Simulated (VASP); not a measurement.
Crystal: CaO.

```xyz
8
Lattice="-2.3597 -0.0738 -2.4222 -2.4721 -4.9294 2.3871 -2.3151 4.9199 2.5251" Properties=species:S:1:pos:R:3 pbc="T T T"
Ca   -2.2967   -2.5524   -0.0956
Ca   -2.4335   -0.0267   -2.4471
Ca   -2.4514   -0.1867    2.5389
Ca   -2.2622    2.2328    0.0527
O    -2.5534   -2.1572    2.6243
O    -2.3577   -0.0384   -0.2692
O    -4.5979    0.0400    2.6594
O    -2.4882    2.4389    2.4069
```

* Program: VASP 6.6.1
* Task: relaxation of cell and atoms
* Functional: PBE
* Potentials or basis: VASP PAW PBE potentials, release 64 (Ca_sv, O)
* Cutoff: 600 eV
* k mesh: 4 × 4 × 4
* Occupations: gaussian, width 0.1 eV
* Spin: no spin polarisation

At the start: pressure 6.4 GPa; volume 14.27 Å³/atom.

Where does the relaxation end?

Over 14 steps the energy falls by 194.1 meV/atom and the volume is 14.15 Å³/atom (-0.8 %); space group P1 (No. 1, to 0.1 Å) before, Fm-3m (No. 225, to 0.1 Å).

Step by step:
| step | energy change (eV) | largest force (eV/Å) | pressure (GPa) | volume (Å³) |
| --- | --- | --- | --- | --- |
| 1 | 0.0000 | 3.8784 | 6.41 | 114.13 |
| 2 | -0.8815 | 0.9070 | -5.50 | 123.79 |
| 3 | -0.8836 | 0.9327 | -4.94 | 123.10 |
| 4 | -1.2563 | 0.7197 | -1.75 | 116.99 |
| 5 | -1.3731 | 0.7468 | 2.38 | 111.61 |
| 6 | -1.4801 | 0.5586 | 0.58 | 112.93 |
| 7 | -1.4924 | 0.5173 | -0.07 | 113.55 |
| 8 | -1.5336 | 0.2401 | -0.33 | 113.69 |
| 9 | -1.5422 | 0.2014 | -0.46 | 113.78 |
| 10 | -1.5491 | 0.0981 | 0.39 | 112.82 |
| 11 | -1.5493 | 0.0772 | 0.57 | 112.63 |
| 12 | -1.5523 | 0.0612 | -0.10 | 113.33 |
| 13 | -1.5523 | 0.0609 | -0.05 | 113.28 |
| 14 | -1.5528 | 0.0249 | -0.02 | 113.24 |

Final structure:
```
Ca O
1.0
    -2.41953   -0.00075   -2.41953
    -2.41637   -4.83746    2.42115
    -2.42093    4.83752    2.41623
Ca O
4 4
Direct
  0.49998 0.49993 0.00044
  0.00093 0.00003 0.99962
  0.00014 0.49990 0.50033
  0.49917 0.99995 0.50001
  0.00037 0.74993 0.24970
  0.49932 0.25018 0.25007
  0.50068 0.75013 0.74956
  0.99941 0.24995 0.75026
```

Caveat: the k points lie up to 0.46 Å⁻¹ apart in the final cell.
